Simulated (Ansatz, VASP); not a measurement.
**GaN in VASP and in Ansatz**

```
Ga N
1.0
     0.00000    2.24912    2.24912
     2.24912    0.00000    2.24912
     2.24912    2.24912    0.00000
Ga N
1 1
Direct
  0.00000 0.00000 0.00000
  0.25000 0.25000 0.25000
```

Alike in both runs: functional PBEsol; k mesh 10 × 10 × 10; occupations gaussian, width 0.02 eV; no spin polarisation.

Ansatz relaxed the structure, and its values are those at the end. VASP's run is a single point on that final structure, the one shown.

```csv
,VASP,Ansatz
version,VASP 6.6.1,Ansatz 0.2.0
potentials or method,"VASP PAW PBE potentials, release 64 (Ga_d, N), cutoff 520 eV","scalar-relativistic, plane waves, PAW"
valence electrons in the cell,18,18
```

|  | VASP | Ansatz | Ansatz less VASP |
| --- | --- | --- | --- |
| gap on the k mesh at the Fermi level (eV) | 1.72 | 1.70 | -0.019 |
| least direct gap on the mesh (eV) | 1.72 | 1.70 | -0.019 |
| pressure (GPa) | -0.2 | 0.0 | +0.21 |

VASP's potentials were made for PBE, not for PBEsol. With one functional, cell and mesh, what is left measures potentials, basis and numerics.
